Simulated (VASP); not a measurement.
A run of VASP 6.6.1 is set up as follows.

Contents of INCAR:

```
SYSTEM = K3MgZn4F12
PREC     = Accurate       ! precision mode
ENCUT    = 520            ! plane-wave cutoff, eV
EDIFF    = 1E-6           ! SCF threshold, eV
ISMEAR   = -1             ! smearing method
SIGMA    = 0.05           ! smearing width, eV
LREAL    = Auto         
LASPH    = .TRUE.         ! aspherical terms in the spheres
NELM     = 60             ! most SCF steps
ALGO     = Normal         ! electronic algorithm
ISIF     = 2              ! what is computed and relaxed
LWAVE    = .FALSE.        ! write WAVECAR
LCHARG   = .FALSE.        ! write CHGCAR
GGA      = PS             ! functional
NBANDS   = 187            ! bands
ISYM     = 0
```

Contents of KPOINTS:

```
Automatic mesh
0
Gamma
  1 1 1
  0.25 0.25 0.25
```

POSCAR

```
K3MgZn4F12
1.0
    8.1045260000      0.0000000000      0.0000000000
    0.0000000000      8.1045260000      0.0000000000
    0.0000000000      0.0000000000      8.1045260000
Mg K Zn F
2 6 8 24
Direct
    0.1064160000      0.0007060000      0.0009600000
    0.6048750000      0.5005520000      0.5010680000
    0.0038130000      0.9994260000      0.5001610000
    0.0041070000      0.4998180000      0.9999050000
    0.0340050000      0.5002610000      0.5006180000
    0.5351570000      0.0006030000      0.0008860000
    0.5040010000      0.9999620000      0.5001830000
    0.5038140000      0.4999220000      0.0003620000
    0.2506840000      0.2551780000      0.2554220000
    0.2510030000      0.2554870000      0.7447650000
    0.2509370000      0.7444730000      0.2557640000
    0.2507650000      0.7456370000      0.7458800000
    0.7507780000      0.2455830000      0.2459060000
    0.7508130000      0.2446430000      0.7554330000
    0.7507370000      0.7550670000      0.2449990000
    0.7504250000      0.7549170000      0.7552270000
    0.2031750000      0.2253120000      0.0002860000
    0.2612900000      0.2277460000      0.4999070000
    0.2006570000      0.7749890000      0.0003050000
    0.2632890000      0.7700200000      0.5009340000
    0.7632060000      0.2693310000      0.0007910000
    0.7012950000      0.2750910000      0.5003900000
    0.7626840000      0.7287140000      0.9998920000
    0.7019870000      0.7254510000      0.5005160000
    0.9950270000      0.2764100000      0.2763410000
    0.9945340000      0.2764420000      0.7254050000
    0.9945260000      0.7248130000      0.2765710000
    0.9938230000      0.7236690000      0.7240600000
    0.4939590000      0.2239770000      0.2245850000
    0.4947420000      0.2239530000      0.7758050000
    0.4946380000      0.7758250000      0.2244360000
    0.4949720000      0.7771350000      0.7772240000
    0.2028320000      0.0000740000      0.2256860000
    0.2003010000      0.0000610000      0.7751180000
    0.2615350000      0.4996530000      0.2280200000
    0.2634300000      0.5006890000      0.7702630000
    0.7635360000      0.0004570000      0.2696010000
    0.7627610000      0.9995740000      0.7290530000
    0.7006920000      0.5000510000      0.2753920000
    0.7018410000      0.5001660000      0.7259900000
```

Potentials or basis: VASP PAW PBE potentials, release 64 (Mg, K_sv, Zn, F).

The run is started by

```console
$ cat potpaw_PBE.64/Mg/POTCAR potpaw_PBE.64/K_sv/POTCAR potpaw_PBE.64/Zn/POTCAR potpaw_PBE.64/F/POTCAR > POTCAR
$ mpirun -np 1 vasp_std > vasp.out
```

**Question.** Estimate the largest force.

**Answer.** 0.075 eV/Å.

**Question.** Predict the pressure.

**Answer.** 2.5 GPa.

**Question.** What does it give for the band gap on the k mesh?

**Answer.** 0.93 eV.

Forces in eV/Å, atoms in the order of the input:
```
Mg   0.033 -0.008 -0.007
Mg   0.046 -0.010 -0.012
K    0.009 -0.002  0.001
K    0.003  0.004 -0.002
K    0.001 -0.004 -0.006
K    0.007  0.000  0.001
K    0.009  0.002 -0.003
K    0.012 -0.003  0.001
Zn  -0.027 -0.019 -0.014
Zn  -0.038 -0.027  0.021
Zn  -0.037  0.028 -0.025
Zn  -0.037  0.015  0.013
Zn  -0.037  0.020  0.016
Zn  -0.030  0.026 -0.020
Zn  -0.031 -0.022  0.022
Zn  -0.021 -0.016 -0.012
F   -0.033 -0.024 -0.014
F    0.013 -0.005  0.033
F   -0.012  0.023  0.012
F    0.001  0.013 -0.020
F   -0.001  0.013 -0.016
F   -0.014  0.024  0.011
F    0.009 -0.006  0.033
F   -0.030 -0.027 -0.017
F    0.000 -0.006 -0.007
F    0.037  0.004 -0.008
F    0.034 -0.007  0.004
F    0.065  0.002  0.004
F    0.075  0.001  0.003
F    0.027 -0.003  0.004
F    0.032  0.005 -0.005
F   -0.001 -0.007 -0.006
F   -0.034 -0.016 -0.024
F   -0.009  0.012  0.025
F    0.012  0.032 -0.004
F    0.002 -0.021  0.013
F   -0.001 -0.017  0.012
F    0.009  0.031 -0.006
F   -0.013  0.010  0.025
F   -0.031 -0.016 -0.028
```

Caveat: the PAW data sets were made with another functional, which shifts forces and pressure a little.
